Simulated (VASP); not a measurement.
# Zn9O8 (a cell with a defect) in VASP: single point with LDA

Aim: the single point of Zn9O8 (a cell with a defect) with LDA.

Everything below comes from runs of VASP 6.6.1. Logs are shortened: lines on timing, memory, paths and dates and some standing lists are left out, and cuts for length are marked.

**1. The cell of the first run**

The cell holds a defect, 17 atoms: a = 6.438 Å, b = 5.575 Å, c = 5.149 Å, α = 90.00°, β = 90.00°, γ = 90.00°.

**2. Single point, LDA**

Contents of INCAR:

```
SYSTEM = Zn9O8
PREC = Accurate
ENCUT = 520
EDIFF = 1E-7
ISMEAR = 0
SIGMA = 0.05
LREAL = Auto
LASPH = .True.
NELM = 60
ALGO = Normal
ISIF = 2
LWAVE = .False.
LCHARG = .False.
GGA = CA
NBANDS = 92
```

Contents of KPOINTS:

```
Automatic mesh
0
Gamma
  2 2 2
  0 0 0
```

Contents of POSCAR:

```
Zn9O8
1.0
   -3.2190000000     -5.5754720000      0.0000000000
    4.8285000000     -2.7877360000      0.0000000000
    0.0000000000      0.0000000000      5.1489000000
Zn O
9 8
Direct
    0.4844716393      0.3480136782      0.0030089879
    0.4836125610      0.6562165756      0.5128549863
    0.2577518218      0.8575459522     -0.0099837161
    0.2546726514      0.1474439347      0.4777280657
   -0.0084460083      0.3045699609     -0.0692242139
    0.0367184714      0.5942254674      0.3590162363
    0.7173159535      0.8844835808      0.0885498722
    0.7562076032      0.2116487701      0.5100852967
    0.8282400799      0.6326731478      0.7064700465
    0.4913089752      0.3372264751      0.3757488232
    0.5069818646      0.6785390974      0.8977378961
    0.2591012114      0.8190963939      0.3719919340
    0.2567018243      0.1725926237      0.8488035371
    0.0121376593      0.2530086148      0.2988950168
   -0.0163604651      0.7194992392      1.0085256403
    0.7206916175      0.8692416225      0.4508152409
    0.7181011497      0.1649089655      0.8899511901
```

Potentials or basis: VASP PAW LDA potentials, release 64 (Zn, O).

The run is started by

```console
cat potpaw_LDA.64/Zn/POTCAR potpaw_LDA.64/O/POTCAR > POTCAR
mpirun -np 1 vasp_std > vasp.out
```

OUTCAR:

```text
SYSTEM = Zn9O8
   PREC = Accurate
   ENCUT = 520
   EDIFF = 1E-7
   ISMEAR = 0
   LREAL = Auto
   LASPH = .True.
   NELM = 60
   ISIF = 2
   GGA = CA

 ion  position               nearest neighbor table
   1  0.484  0.348  0.003-  17 1.91  10 1.92  11 1.93  13 1.93   7 3.02
   2  0.484  0.656  0.513-  12 1.85  10 1.91  16 1.96  11 1.99   9 2.44   7 2.94   6 3.00   8 3.04

   3  0.258  0.858  0.990-  13 1.90  15 1.93  11 1.95  12 1.98   6 2.79   4 2.99   7 3.01   5 3.04

   4  0.255  0.147  0.478-  14 1.91  12 1.91  13 1.92  10 1.93   6 2.92   3 2.99   5 3.01
   5  0.992  0.305  0.931-  13 1.91  14 1.92  17 1.94  15 2.35   9 2.41   8 2.69   6 2.75   4 3.01
                             3 3.04   7 3.04
   6  0.037  0.594  0.359-  12 1.90  14 1.93  15 1.97   9 2.25   5 2.75   3 2.79   8 2.90   4 2.92
                             7 2.96   2 3.00
   7  0.717  0.884  0.089-  16 1.87  17 1.87  15 1.99  11 2.03   9 2.52   8 2.85   2 2.94   6 2.96
                             3 3.01   1 3.02   5 3.04
   8  0.756  0.212  0.510-  16 1.95  10 1.97  14 1.99  17 1.99   9 2.60   5 2.69   7 2.85   6 2.90
                             2 3.04
   9  0.828  0.633  0.706-  15 1.91  16 1.99   6 2.25  11 2.30   5 2.41   2 2.44   7 2.52   8 2.60

  10  0.491  0.337  0.376-   2 1.91   1 1.92   4 1.93   8 1.97
  11  0.507  0.679  0.898-   1 1.93   3 1.95   2 1.99   7 2.03   9 2.30
  12  0.259  0.819  0.372-   2 1.85   6 1.90   4 1.91   3 1.98
  13  0.257  0.173  0.849-   3 1.90   5 1.91   4 1.92   1 1.93
  14  0.012  0.253  0.299-   4 1.91   5 1.92   6 1.93   8 1.99
  15  0.984  0.719  0.009-   9 1.91   3 1.93   6 1.97   7 1.99   5 2.35
  16  0.721  0.869  0.451-   7 1.87   8 1.95   2 1.96   9 1.99
  17  0.718  0.165  0.890-   7 1.87   1 1.91   5 1.94   8 1.99

  LATTYP: Found a simple orthorhombic cell.
 ALAT       =     5.1489000000
 B/A-ratio  =     1.0828471445
 C/A-ratio  =     1.2503642312

  Lattice vectors:

 A1 = (   0.0000000000,   0.0000000000,  -5.1489000000)
 A2 = (   4.8285000000,  -2.7877360000,   0.0000000000)
 A3 = (  -3.2190000000,  -5.5754720000,   0.0000000000)

Analysis of symmetry for initial positions (statically):
=====================================================================
 Subroutine PRICEL returns:
 Original cell was already a primitive cell.

 Routine SETGRP: Setting up the symmetry group for a
 simple orthorhombic supercell.

 Subroutine GETGRP returns: Found  1 space group operations
 (whereof  1 operations were pure point group operations)
 out of a pool of  8 trial point group operations.

The static configuration has the point symmetry C_1 .

Analysis of symmetry for dynamics (positions and initial velocities):
=====================================================================
 Subroutine PRICEL returns:
 Original cell was already a primitive cell.

 Routine SETGRP: Setting up the symmetry group for a
 simple orthorhombic supercell.

 Subroutine GETGRP returns: Found  1 space group operations
 (whereof  1 operations were pure point group operations)
 out of a pool of  8 trial point group operations.

The dynamic configuration has the point symmetry C_1 .

 Subroutine INISYM returns: Found  1 space group operations
 (whereof  1 operations are pure point group operations),
 and found     1 'primitive' translations

----------------------------------------------------------------------------------------

                                     Primitive cell

  volume of cell :     184.8192

  direct lattice vectors                    reciprocal lattice vectors
    -3.219000000 -5.575472000  0.000000000    -0.077663871 -0.134517759  0.000000000
     4.828500000 -2.787736000  0.000000000     0.155327742 -0.089678506  0.000000000
     0.000000000  0.000000000  5.148900000     0.000000000  0.000000000  0.194216240

  length of vectors
     6.438000390  5.575471662  5.148900000     0.155327732  0.179357023  0.194216240

  position of ions in fractional coordinates (direct lattice)
     0.484471639  0.348013678  0.003008988
     0.483612561  0.656216576  0.512854986
     0.257751822  0.857545952  0.990016284
     0.254672651  0.147443935  0.477728066
     0.991553992  0.304569961  0.930775786
     0.036718471  0.594225467  0.359016236
[... 9 lines left out ...]
     0.720691618  0.869241622  0.450815241
     0.718101150  0.164908965  0.889951190

  ion indices of the primitive-cell ions
   primitive index   ion index
                 1           1
                 2           2
                 3           3
                 4           4
                 5           5
                 6           6
[... 9 lines left out ...]
                16          16
                17          17

----------------------------------------------------------------------------------------

 KPOINTS: Automatic mesh

Automatic generation of k-mesh.
 Grid dimensions read from file:
 generate k-points for:    2    2    2

 Generating k-lattice:

  Cartesian coordinates                     Fractional coordinates (reciprocal lattice)
    -0.038831935 -0.067258880  0.000000000     0.500000000  0.000000000  0.000000000
     0.077663871 -0.044839253  0.000000000     0.000000000  0.500000000  0.000000000
     0.000000000  0.000000000  0.097108120     0.000000000  0.000000000  0.500000000

  Length of vectors
     0.077663866  0.089678512  0.097108120

  Shift w.r.t. Gamma in fractional coordinates (k-lattice)
     0.000000000  0.000000000  0.000000000

 Subroutine IBZKPT returns following result:
 ===========================================

 Found      8 irreducible k-points:

 Following reciprocal coordinates:
            Coordinates               Weight
  0.000000  0.000000  0.000000      1.000000
  0.500000  0.000000  0.000000      1.000000
  0.000000  0.500000  0.000000      1.000000
  0.500000  0.500000  0.000000      1.000000
  0.000000  0.000000  0.500000      1.000000
  0.500000  0.000000  0.500000      1.000000
  0.000000  0.500000  0.500000      1.000000
  0.500000  0.500000  0.500000      1.000000
   k-points           NKPTS =      8   k-points in BZ     NKDIM =      8   number of bands    NBANDS=     92
   number of dos      NEDOS =    301   number of ions     NIONS =     17
   total plane-waves  NPLWV =  80640
   dimension x,y,z NGX =    48 NGY =   42 NGZ =   40
   dimension x,y,z NGXF=    96 NGYF=   84 NGZF=   80
   ions per type =               9   8
   NGX,Y,Z   is equivalent  to a cutoff of  12.39, 12.52, 12.92 a.u.
   NGXF,Y,Z  is equivalent  to a cutoff of  24.79, 25.05, 25.83 a.u.
 SYSTEM =  Zn9O8
   PREC   = accura    normal or accurate (medium, high low for compatibility)
   ISTART =      0    job   : 0-new  1-cont  2-samecut
   ICHARG =      2    charge: 1-file 2-atom 10-const
   ISPIN  =      1    spin polarized calculation?
   LNONCOLLINEAR =      F non collinear calculations
   LSORBIT =      F    spin-orbit coupling
   LASPH  =      T    aspherical Exc in radial PAW
   ENCUT  =  520.0 eV  38.22 Ry    6.18 a.u.  11.97 10.37  9.57*2*pi/ulx,y,z
   NELM   =     60;   NELMIN=  2; NELMDL= -5     # of ELM steps
   EDIFF  = 0.1E-06   stopping-criterion for ELM
   LREAL  =      T    real-space projection
   EDIFFG = 0.1E-05   stopping-criterion for IOM
   NSW    =      0    number of steps for IOM
   IBRION =     -1    ionic relax: 0-MD 1-quasi-New 2-CG
   NFREE  =      0    steps in history (QN), initial steepest desc. (CG)
   ISIF   =      2    stress and relaxation
   ISYM   =      2    0-nonsym 1-usesym 2-fastsym
   POTIM  = 0.5000    time-step for ionic-motion
   TEBEG  =    0.0;   TEEND  =   0.0 temperature during run
   PSTRESS=    0.0 pullay stress
   NELECT =     156.0000    total number of electrons
   NUPDOWN=      -1.0000    fix difference up-down
   EMIN   =  10.00;   EMAX   =-10.00  energy-range for DOS
   EFERMI =   0.00;   METHOD = LEGACY
   ISMEAR =     0;   SIGMA  =   0.05  broadening in eV -4-tet -1-fermi 0-gaus
   EFERMI_NEDOS =   21; number of points for ismear=-14 and -15
   IALGO  =     38    algorithm
   IMIX   =      4    mixing-type and parameters
     AMIX     =   0.40;   BMIX     =  1.00
     AMIX_MAG =   1.60;   BMIX_MAG =  1.00
  volume/ion in A,a.u.               =      10.87        73.37
  Fermi-wavevector in a.u.,A,eV,Ry     =   1.547156  2.923700 32.568138  2.393691
  Thomas-Fermi vector in A             =   2.652289
   LORBIT       =      0    0 simple, 1 ext, 2 COOP (PROOUT), +10 PAW based schemes
   GGA     = CA    functional components
   LHFCALC =     F    Hartree Fock is set to
   AEXX    =    0.0000 exact exchange contribution
   IVDW    =     0    specifies the selected vdW correction
   LEPSILON=     F    determine dielectric tensor
   LRPA    =     F    only Hartree local field effects (RPA)
 non-spin polarized calculation
 Gauss-broadening in eV      SIGMA  =   0.05
  energy-cutoff  :      520.00
  volume of cell :      184.82
 maximum number of plane-waves:      5004
 NGX is ok and might be reduce to    48
   NGX = 23   NGY = 21   NGZ = 19

 number of electron     155.9999960 magnetization

 Free energy of the ion-electron system (eV)
  ---------------------------------------------------
  ext. energy  EPLUGINS =         0.00000000
  ---------------------------------------------------
  free energy    TOTEN  =       -82.72027274 eV

  energy without entropy =      -82.72027274  energy(sigma->0) =      -82.72027274

 E-fermi :   3.6317     XC(G=0): -12.0761

 val. band max:        3.4130021228   @ k =   0.5000   0.0000   0.5000
 cond. band min:       4.0671861494   @ k =   0.5000   0.0000   0.0000
 fundamental gap:      0.6541840267
 Fermi energy:         3.6317038380

 k-point     1 :       0.0000    0.0000    0.0000
  band No.  band energies     occupation
      1     -16.7193      2.00000
      2     -15.9522      2.00000
      3     -15.9289      2.00000
      4     -15.7802      2.00000
      5     -15.7332      2.00000
      6     -15.4876      2.00000
[... 82 lines left out ...]
     89       9.7383      0.00000
     90       9.9009      0.00000

 k-point     2 :       0.5000    0.0000    0.0000
  band No.  band energies     occupation
      1     -16.4953      2.00000
      2     -16.3540      2.00000
      3     -15.8736      2.00000
      4     -15.7482      2.00000
      5     -15.6101      2.00000
      6     -15.5365      2.00000
[... 82 lines left out ...]
     89       9.8282      0.00000
     90      10.1064      0.00000

 k-point     3 :       0.0000    0.5000    0.0000
  band No.  band energies     occupation
      1     -16.4531      2.00000
      2     -16.2605      2.00000
      3     -15.8791      2.00000
      4     -15.8159      2.00000
      5     -15.6446      2.00000
      6     -15.5617      2.00000
[... 82 lines left out ...]
     89       9.8096      0.00000
     90      10.1548      0.00000

 k-point     4 :       0.5000    0.5000    0.0000
  band No.  band energies     occupation
      1     -16.2653      2.00000
      2     -16.2039      2.00000
      3     -16.1074      2.00000
      4     -15.9243      2.00000
      5     -15.6320      2.00000
      6     -15.5485      2.00000
[... 82 lines left out ...]
     89       9.8063      0.00000
     90       9.9751      0.00000

 k-point     5 :       0.0000    0.0000    0.5000
  band No.  band energies     occupation
      1     -16.3914      2.00000
      2     -16.1922      2.00000
      3     -15.8828      2.00000
      4     -15.7872      2.00000
      5     -15.6284      2.00000
      6     -15.5917      2.00000
[... 82 lines left out ...]
     89       9.9394      0.00000
     90      10.2680      0.00000

 k-point     6 :       0.5000    0.0000    0.5000
  band No.  band energies     occupation
      1     -16.2314      2.00000
      2     -16.1916      2.00000
      3     -15.9929      2.00000
      4     -15.8547      2.00000
      5     -15.6382      2.00000
      6     -15.5623      2.00000
[... 82 lines left out ...]
     89       9.9351      0.00000
     90      10.1139      0.00000

 k-point     7 :       0.0000    0.5000    0.5000
  band No.  band energies     occupation
      1     -16.2138      2.00000
      2     -16.0517      2.00000
      3     -16.0217      2.00000
      4     -15.8092      2.00000
      5     -15.7063      2.00000
      6     -15.6257      2.00000
[... 82 lines left out ...]
     89       9.8229      0.00000
     90      10.1172      0.00000

 k-point     8 :       0.5000    0.5000    0.5000
  band No.  band energies     occupation
      1     -16.1184      2.00000
      2     -16.0504      2.00000
      3     -15.9890      2.00000
      4     -15.7713      2.00000
      5     -15.7397      2.00000
      6     -15.6967      2.00000
[... 82 lines left out ...]
     89       9.9353      0.00000
     90      10.1673      0.00000
 [bands above 90 left out]

------------------------ aborting loop because EDIFF is reached ----------------------------------------

  FORCE on cell =-STRESS in cart. coord.  units (eV):
  Direction    XX          YY          ZZ          XY          YZ          ZX
  --------------------------------------------------------------------------------------
  -------------------------------------------------------------------------------------
  Total       14.5297798     10.5750416     17.5360213      0.5034126     -0.6027635      2.3634592
  in kB      125.9570694     91.6738772    152.0178471      4.3640291     -5.2252906     20.4885690
  external PRESSURE =     123.2162646 kB  Pullay stress =       0.0000000 kB

 VOLUME and BASIS-vectors are now :
 -----------------------------------------------------------------------------
  energy-cutoff  :      520.00
  volume of cell :      184.82
      direct lattice vectors                 reciprocal lattice vectors
    -3.219000000 -5.575472000  0.000000000    -0.077663871 -0.134517759  0.000000000
     4.828500000 -2.787736000  0.000000000     0.155327742 -0.089678506  0.000000000
     0.000000000  0.000000000  5.148900000     0.000000000  0.000000000  0.194216240

 POSITION                                       TOTAL-FORCE (eV/Angst)
 -----------------------------------------------------------------------------------
      0.12087     -3.67133      0.01549         0.012413      0.033589      0.013097
      1.61179     -4.52573      2.64064        -0.015166      0.013720      0.020635
      3.31096     -3.82770      5.09749        -0.011435     -0.006076     -0.011737
     -0.10786     -1.83096      2.45977        -0.022592     -0.008457      0.004860
     -1.72120     -6.37744      4.79247         0.037800     -0.029349     -0.037740
      2.75102     -1.86127      1.84854        -0.003186      0.002785      0.037167
[... 9 lines left out ...]
      1.87723     -6.44141      2.32120        -0.025103      0.009137      0.048903
     -1.51530     -4.46348      4.58227         0.013762     -0.005486     -0.040002
 -----------------------------------------------------------------------------------
    total drift:                               -0.005587     -0.007347     -0.005982

  FREE ENERGIE OF THE ION-ELECTRON SYSTEM (eV)
  ---------------------------------------------------
  free  energy   TOTEN  =       -82.7202727419 eV

  energy  without entropy=      -82.7202727419  energy(sigma->0) =      -82.72027274
```

Run time: 4.6 min. Hardware: 1 thread of Intel Xeon 6975P-C, shared host; peak memory 0.28 GiB.

What came out:

| Item | Value |
| --- | --- |
| Free energy | -82.7203 eV |
| Pressure | 12.3 GPa |
| Largest force | 0.076 eV/Å |
| Band gap on the k mesh | 0.65 eV |

Forces on the atoms (eV/Å):
```
Zn   0.012  0.034  0.013
Zn  -0.015  0.014  0.021
Zn  -0.011 -0.006 -0.012
Zn  -0.023 -0.008  0.005
Zn   0.038 -0.029 -0.038
Zn  -0.003  0.003  0.037
Zn  -0.005  0.033 -0.025
Zn   0.039 -0.029 -0.004
Zn   0.007  0.023 -0.013
O   -0.019 -0.019  0.011
O   -0.007 -0.029  0.010
O    0.026 -0.018  0.015
O    0.017 -0.037 -0.016
O   -0.045  0.057  0.022
O    0.001  0.010 -0.035
O   -0.025  0.009  0.049
O    0.014 -0.005 -0.040
```

Caveat: the k points lie up to 0.61 Å⁻¹ apart.
